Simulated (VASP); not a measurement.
# Au (P6_3/mmc) in VASP: a series of runs, part 3 of 3

VASP 6.6.1. The steps go on from the part before.

## (6) Single point, PBEsol

This run uses another cell than the first one, of the same volume but with other edges.

INCAR

```
PREC = Accurate ; ENCUT = 520
EDIFF = 1E-7 ; ISMEAR = 0
SIGMA = 0.15 ; LREAL = False
LASPH = True ; NELM = 60
ALGO = Fast ; ISIF = 2
LWAVE = False ; LCHARG = True
GGA = PS ; LELF = True
LVHAR = True ; NBANDS = 18
```

KPOINTS

```
regular mesh
0
Gamma
  24 24 14
```

POSCAR

```
Au
1.0
    3.0864324944      0.0000000000      0.0000000000
   -1.5432162472      2.6729289473      0.0000000000
    0.0000000000      0.0000000000      4.1283949680
Au
2
Direct
    0.3333333333      0.6666666667      0.7500000000
    0.6666666667      0.3333333333      0.2500000000
```

Potentials or basis: VASP PAW PBE potentials, release 64 (Au).

The run is started by

```sh
> cat potpaw_PBE.64/Au/POTCAR > POTCAR
> mpirun -np 1 vasp_std > vasp.out
```

OUTCAR:

```text
PREC = Accurate
   ENCUT = 520
   EDIFF = 1E-7
   ISMEAR = 0
   LREAL = False
   LASPH = True
   NELM = 60
   ISIF = 2
   GGA = PS

 ion  position               nearest neighbor table
   1  0.333  0.667  0.750-   2 2.73   2 2.73   2 2.73   2 2.73   2 2.73   2 2.73
   2  0.667  0.333  0.250-   1 2.73   1 2.73   1 2.73   1 2.73   1 2.73   1 2.73

  LATTYP: Found a hexagonal cell.
 ALAT       =     3.0864324944
 C/A-ratio  =     1.3375944478

  Lattice vectors:

 A1 = (   3.0864324944,   0.0000000000,   0.0000000000)
 A2 = (  -1.5432162472,   2.6729289473,   0.0000000000)
 A3 = (   0.0000000000,   0.0000000000,   4.1283949680)

Analysis of symmetry for initial positions (statically):
=====================================================================
 Subroutine PRICEL returns:
 Original cell was already a primitive cell.

 Routine SETGRP: Setting up the symmetry group for a
 hexagonal supercell.

 Subroutine GETGRP returns: Found 24 space group operations
 (whereof 12 operations were pure point group operations)
 out of a pool of 24 trial point group operations.

The static configuration has the point symmetry D_3d.
 The point group associated with its full space group is D_6h.

Analysis of symmetry for dynamics (positions and initial velocities):
=====================================================================
 Subroutine PRICEL returns:
 Original cell was already a primitive cell.

 Routine SETGRP: Setting up the symmetry group for a
 hexagonal supercell.

 Subroutine GETGRP returns: Found 24 space group operations
 (whereof 12 operations were pure point group operations)
 out of a pool of 24 trial point group operations.

The dynamic configuration has the point symmetry D_3d.
 The point group associated with its full space group is D_6h.

 Subroutine INISYM returns: Found 24 space group operations
 (whereof 12 operations are pure point group operations),
 and found     1 'primitive' translations

----------------------------------------------------------------------------------------

                                     Primitive cell

  volume of cell :      34.0585

  direct lattice vectors                    reciprocal lattice vectors
     3.086432494  0.000000000  0.000000000     0.323998662  0.187060715  0.000000000
    -1.543216247  2.672928947  0.000000000     0.000000000  0.374121430  0.000000000
     0.000000000  0.000000000  4.128394968     0.000000000  0.000000000  0.242224886

  length of vectors
     3.086432494  3.086432494  4.128394968     0.374121430  0.374121430  0.242224886

  position of ions in fractional coordinates (direct lattice)
     0.333333333  0.666666667  0.750000000
     0.666666667  0.333333333  0.250000000

  ion indices of the primitive-cell ions
   primitive index   ion index
                 1           1
                 2           2

----------------------------------------------------------------------------------------

 KPOINTS: regular mesh

Automatic generation of k-mesh.
 Grid dimensions read from file:
 generate k-points for:   24   24   14

 Generating k-lattice:

  Cartesian coordinates                     Fractional coordinates (reciprocal lattice)
     0.013499944  0.007794196  0.000000000     0.041666667 -0.000000000  0.000000000
     0.000000000  0.015588393  0.000000000     0.000000000  0.041666667  0.000000000
     0.000000000  0.000000000  0.017301778     0.000000000  0.000000000  0.071428571

  Length of vectors
     0.015588393  0.015588393  0.017301778

  Shift w.r.t. Gamma in fractional coordinates (k-lattice)
     0.000000000  0.000000000  0.000000000

 Subroutine IBZKPT returns following result:
 ===========================================

 Found    488 irreducible k-points:

 Following reciprocal coordinates:
            Coordinates               Weight
  0.000000  0.000000  0.000000      1.000000
  0.041667  0.000000  0.000000      6.000000
  0.083333  0.000000  0.000000      6.000000
  0.125000  0.000000  0.000000      6.000000
  0.166667  0.000000  0.000000      6.000000
  0.208333  0.000000  0.000000      6.000000
[... 16 lines left out ...]
  0.416667  0.041667  0.000000     12.000000
  0.458333  0.041667  0.000000     12.000000
 [... further k-points ...]
   k-points           NKPTS =    488   k-points in BZ     NKDIM =    488   number of bands    NBANDS=     18
   number of dos      NEDOS =    301   number of ions     NIONS =      2
   total plane-waves  NPLWV =  18432
   dimension x,y,z NGX =    24 NGY =   24 NGZ =   32
   dimension x,y,z NGXF=    48 NGYF=   48 NGZF=   64
   ions per type =               2
   NGX,Y,Z   is equivalent  to a cutoff of  12.93, 12.93, 12.89 a.u.
   NGXF,Y,Z  is equivalent  to a cutoff of  25.85, 25.85, 25.77 a.u.
 SYSTEM =  unknown system
   PREC   = accura    normal or accurate (medium, high low for compatibility)
   ISTART =      0    job   : 0-new  1-cont  2-samecut
   ICHARG =      2    charge: 1-file 2-atom 10-const
   ISPIN  =      1    spin polarized calculation?
   LNONCOLLINEAR =      F non collinear calculations
   LSORBIT =      F    spin-orbit coupling
   LASPH  =      T    aspherical Exc in radial PAW
   ENCUT  =  520.0 eV  38.22 Ry    6.18 a.u.   5.74  5.74  7.68*2*pi/ulx,y,z
   NELM   =     60;   NELMIN=  2; NELMDL= -5     # of ELM steps
   EDIFF  = 0.1E-06   stopping-criterion for ELM
   LREAL  =      F    real-space projection
   EDIFFG = 0.1E-05   stopping-criterion for IOM
   NSW    =      0    number of steps for IOM
   IBRION =     -1    ionic relax: 0-MD 1-quasi-New 2-CG
   NFREE  =      0    steps in history (QN), initial steepest desc. (CG)
   ISIF   =      2    stress and relaxation
   ISYM   =      2    0-nonsym 1-usesym 2-fastsym
   POTIM  = 0.5000    time-step for ionic-motion
   TEBEG  =    0.0;   TEEND  =   0.0 temperature during run
   PSTRESS=    0.0 pullay stress
   NELECT =      22.0000    total number of electrons
   NUPDOWN=      -1.0000    fix difference up-down
   EMIN   =  10.00;   EMAX   =-10.00  energy-range for DOS
   EFERMI =   0.00;   METHOD = LEGACY
   ISMEAR =     0;   SIGMA  =   0.15  broadening in eV -4-tet -1-fermi 0-gaus
   EFERMI_NEDOS =   21; number of points for ismear=-14 and -15
   IALGO  =     68    algorithm
   IMIX   =      4    mixing-type and parameters
     AMIX     =   0.40;   BMIX     =  1.00
     AMIX_MAG =   1.60;   BMIX_MAG =  1.00
  volume/ion in A,a.u.               =      17.03       114.92
  Fermi-wavevector in a.u.,A,eV,Ry     =   1.415166  2.674275 27.248299  2.002694
  Thomas-Fermi vector in A             =   2.536632
   LORBIT       =      0    0 simple, 1 ext, 2 COOP (PROOUT), +10 PAW based schemes
   GGA     = PS    functional components
   LHFCALC =     F    Hartree Fock is set to
   AEXX    =    0.0000 exact exchange contribution
   IVDW    =     0    specifies the selected vdW correction
   LEPSILON=     F    determine dielectric tensor
   LRPA    =     F    only Hartree local field effects (RPA)
 non-spin polarized calculation
 RMM-DIIS sequential band-by-band and
 Gauss-broadening in eV      SIGMA  =   0.15
  energy-cutoff  :      520.00
  volume of cell :       34.06
 maximum number of plane-waves:       936
 NGX is ok and might be reduce to    24

 number of electron      21.9999992 magnetization

 Free energy of the ion-electron system (eV)
  ---------------------------------------------------
  ext. energy  EPLUGINS =         0.00000000
  ---------------------------------------------------
  free energy    TOTEN  =        -7.54257976 eV

  energy without entropy =       -7.53622464  energy(sigma->0) =       -7.53940220

 E-fermi :   9.1695     XC(G=0): -12.8567

 val. band max:        9.1693693396   @ k =   0.1250   0.0000   0.2143
 cond. band min:       9.1874262045   @ k =   0.5000   0.0000   0.4286
 fundamental gap:      0.0180568649
 Fermi energy:         9.1694842096

 k-point     1 :       0.0000    0.0000    0.0000
  band No.  band energies     occupation
      1      -0.6582      2.00000
      2       2.1656      2.00000
      3       4.5804      2.00000
      4       4.5804      2.00000
      5       4.6369      2.00000
      6       4.6369      2.00000
[... 10 lines left out ...]
     17      26.2591      0.00000
     18      27.9209      0.00000
[... 463 lines left out ...]
 k-point    24 :       0.4583    0.0417    0.0000
  band No.  band energies     occupation
      1       2.2889      2.00000
      2       2.4478      2.00000
      3       2.9585      2.00000
      4       3.6694      2.00000
      5       4.9666      2.00000
      6       5.5425      2.00000
[... 10 lines left out ...]
     17      22.3972      0.00000
     18      24.1783      0.00000

 [... further k-points ...]
[... 5 lines left out ...]
  --------------------------------------------------------------------------------------
  -------------------------------------------------------------------------------------
  Total        0.3783411      0.3783411      3.8576098      0.0000000     -0.0000000      0.0000000
  in kB       17.7978941     17.7978941    181.4694165      0.0000000     -0.0000000      0.0000000
  external PRESSURE =      72.3550682 kB  Pullay stress =       0.0000000 kB

 VOLUME and BASIS-vectors are now :
 -----------------------------------------------------------------------------
  energy-cutoff  :      520.00
  volume of cell :       34.06
      direct lattice vectors                 reciprocal lattice vectors
     3.086432494  0.000000000  0.000000000     0.323998662  0.187060715  0.000000000
    -1.543216247  2.672928947  0.000000000     0.000000000  0.374121430  0.000000000
     0.000000000  0.000000000  4.128394968     0.000000000  0.000000000  0.242224886

 POSITION                                       TOTAL-FORCE (eV/Angst)
 -----------------------------------------------------------------------------------
     -0.00000      1.78195      3.09630         0.000000     -0.000000      0.000000
      1.54322      0.89098      1.03210        -0.000000      0.000000      0.000000
 -----------------------------------------------------------------------------------
    total drift:                               -0.000000      0.000000     -0.000000

  FREE ENERGIE OF THE ION-ELECTRON SYSTEM (eV)
  ---------------------------------------------------
  free  energy   TOTEN  =        -7.5425797639 eV

  energy  without entropy=       -7.5362246366  energy(sigma->0) =       -7.53940220
```

OSZICAR:

```text
N       E                     dE             d eps       ncg     rms          rms(c)
DAV:   1     0.122204535729E+03    0.12220E+03   -0.11732E+04 17592   0.119E+03
DAV:   2    -0.611851284032E+01   -0.12832E+03   -0.12300E+03 18630   0.262E+02
DAV:   3    -0.818447748106E+01   -0.20660E+01   -0.20556E+01 20710   0.338E+01
DAV:   4    -0.819349100635E+01   -0.90135E-02   -0.90125E-02 19672   0.233E+00
DAV:   5    -0.819357256216E+01   -0.81556E-04   -0.81554E-04 19738   0.237E-01    0.146E+01
RMM:   6    -0.759380577052E+01    0.59977E+00   -0.10104E+00 17577   0.750E+00    0.899E+00
RMM:   7    -0.754890398130E+01    0.44902E-01   -0.14933E-01 18102   0.304E+00    0.364E+00
RMM:   8    -0.754265192855E+01    0.62521E-02   -0.19161E-02 18451   0.108E+00    0.534E-01
RMM:   9    -0.754257549725E+01    0.76431E-04   -0.12141E-03 19522   0.263E-01    0.171E-01
RMM:  10    -0.754258224743E+01   -0.67502E-05   -0.18670E-04 19702   0.934E-02    0.137E-01
RMM:  11    -0.754257973041E+01    0.25170E-05   -0.35944E-05 19645   0.390E-02    0.161E-02
RMM:  12    -0.754257987655E+01   -0.14614E-06   -0.49079E-06 19762   0.141E-02    0.121E-02
RMM:  13    -0.754257963667E+01    0.23989E-06   -0.12028E-06 17309   0.666E-03    0.299E-03
RMM:  14    -0.754257980220E+01   -0.16553E-06   -0.18027E-07 14290   0.251E-03    0.145E-03
RMM:  15    -0.754257976391E+01    0.38290E-07   -0.48106E-08 11547   0.138E-03
   1 F= -.75425798E+01 E0= -.75394022E+01  d E =-.635513E-02
```

It took 2.3 min on 1 thread of Intel Xeon Platinum 8488C (Sapphire Rapids), shared host; peak memory 0.35 GiB.

Results:

* Free energy: -7.5426 eV
* Pressure: 7.2 GPa
* Band gap on the k mesh: zero (band 11 reaches 12.84 eV, above the bottom of band 12 at 6.93 eV)

Stress tensor (GPa, compression positive):
```
 1.78  0.00  0.00
 0.00  1.78  0.00
 0.00  0.00 18.15
```

Levels at points of the mesh, in eV from the Fermi level:
```csv
k point,band 8,band 9,band 10,band 11,band 12,band 13,band 14,band 15
"(0.00, 0.00, 0.00)",-3.91,-3.34,-1.96,-1.96,0.97,5.99,13.45,15.39
"(0.50, 0.00, 0.00)",-2.65,-2.05,-1.18,-0.47,0.41,7.87,7.91,8.99
"(0.00, 0.00, 0.50)",-4.14,-2.24,-2.24,-2.24,-2.24,13.30,13.30,16.14
"(0.50, 0.00, 0.50)",-2.47,-2.19,-2.19,0.18,0.18,3.98,3.98,12.72
```

Caveat: the PAW data sets were made with another functional, which shifts forces and pressure a little; spin-orbit coupling is left out, which moves the levels of the heavy elements.

## (7) Single point, PBEsol

This run uses another cell than the first one, of the same volume but with other edges.

INCAR

```
SYSTEM = Au
PREC     = Accurate       ! precision mode
ENCUT    = 520            ! plane-wave cutoff, eV
EDIFF    = 1E-6           ! SCF threshold, eV
ISMEAR   = 0              ! smearing method
SIGMA    = 0.15           ! smearing width, eV
LREAL    = .False.        ! projectors in reciprocal space
LASPH    = .True.         ! aspherical terms in the spheres
NELM     = 100            ! most SCF steps
ALGO     = Fast           ! electronic algorithm
ISIF     = 2              ! what is computed and relaxed
LWAVE    = .False.        ! write WAVECAR
LCHARG   = .False.        ! write CHGCAR
GGA      = PS             ! functional
NBANDS   = 18             ! bands
```

KPOINTS

```
regular mesh
0
Gamma
  24 24 14
  0 0 0
```

POSCAR

```
Au
1.0
    2.6252600368      0.0000000000      0.0000000000
   -1.3126300184      2.2735418834      0.0000000000
    0.0000000000      0.0000000000      5.7062415301
Au
2
Direct
    0.3333333333      0.6666666667      0.7500000000
    0.6666666667      0.3333333333      0.2500000000
```

The run is started by

```sh
> cat potpaw_PBE.64/Au/POTCAR > POTCAR
> mpirun -np 1 vasp_std > vasp.out
```

It took 2.1 min on 1 thread of Intel Xeon Platinum 8488C (Sapphire Rapids), shared host; peak memory 0.34 GiB.

Results (log left out):

```
Free energy            : -7.2585 eV
Pressure               : 19.0 GPa
Band gap on the k mesh : zero (band 11 reaches 14.64 eV, above the bottom of band 12 at 6.70 eV)
```

Stress tensor (GPa, compression positive):
```
29.93  0.00  0.00
 0.00 29.93  0.00
 0.00  0.00 -2.72
```

Levels at points of the mesh, in eV from the Fermi level:
| k point | band 8 | band 9 | band 10 | band 11 | band 12 | band 13 | band 14 | band 15 |
| --- | --- | --- | --- | --- | --- | --- | --- | --- |
| (0.00, 0.00, 0.00) | -2.36 | -2.36 | -2.33 | -1.95 | -1.95 | -0.21 | 10.25 | 16.04 |
| (0.50, 0.00, 0.00) | -2.39 | -0.85 | -0.82 | 0.87 | 2.35 | 5.69 | 6.44 | 7.38 |
| (0.00, 0.00, 0.50) | -4.89 | -2.15 | -2.15 | -2.15 | -2.15 | 5.55 | 5.55 | 16.33 |
| (0.50, 0.00, 0.50) | -2.68 | -0.84 | -0.84 | 0.81 | 0.81 | 5.47 | 5.47 | 10.34 |

Caveat: the PAW data sets were made with another functional, which shifts forces and pressure a little; spin-orbit coupling is left out, which moves the levels of the heavy elements.

## (8) Summary

```tsv
cell	further INCAR settings	gap on the mesh (eV)	pressure (GPa)
a = 2.946, b = 2.946, c = 4.532 Å, angles 90.0, 90.0, 120.0°, 2 atoms	ALGO = Fast; EDIFF = 1e-06; NBANDS = 18	none	0.7
a = 2.776, b = 2.776, c = 5.105 Å, angles 90.0, 90.0, 120.0°, 2 atoms	ALGO = Fast; EDIFF = 1e-06; NBANDS = 18	none	2.4
a = 2.904, b = 2.904, c = 4.662 Å, angles 90.0, 90.0, 120.0°, 2 atoms	ALGO = Fast; EDIFF = 1e-06; NBANDS = 18	none	-0.1
a = 2.819, b = 2.819, c = 4.949 Å, angles 90.0, 90.0, 120.0°, 2 atoms	ALGO = Fast; EDIFF = 1e-07; NBANDS = 18	none	0.4
a = 3.086, b = 3.086, c = 4.128 Å, angles 90.0, 90.0, 120.0°, 2 atoms	ALGO = Fast; EDIFF = 1e-07; NBANDS = 18	none	7.2
a = 2.625, b = 2.625, c = 5.706 Å, angles 90.0, 90.0, 120.0°, 2 atoms	ALGO = Fast; EDIFF = 1e-06; NBANDS = 18	none	19.0
```

Alike in all rows: task single point; level PBEsol; potentials or basis VASP PAW PBE potentials, release 64 (Au); no spin polarisation; k mesh 24 × 24 × 14; cutoff (eV) 520; smearing gaussian 0.15 eV.

Caveats: the PAW data sets were made with another functional, which shifts forces and pressure a little; spin-orbit coupling is left out, which moves the levels of the heavy elements.

Absolute energies hang on the potentials; compare differences alone.
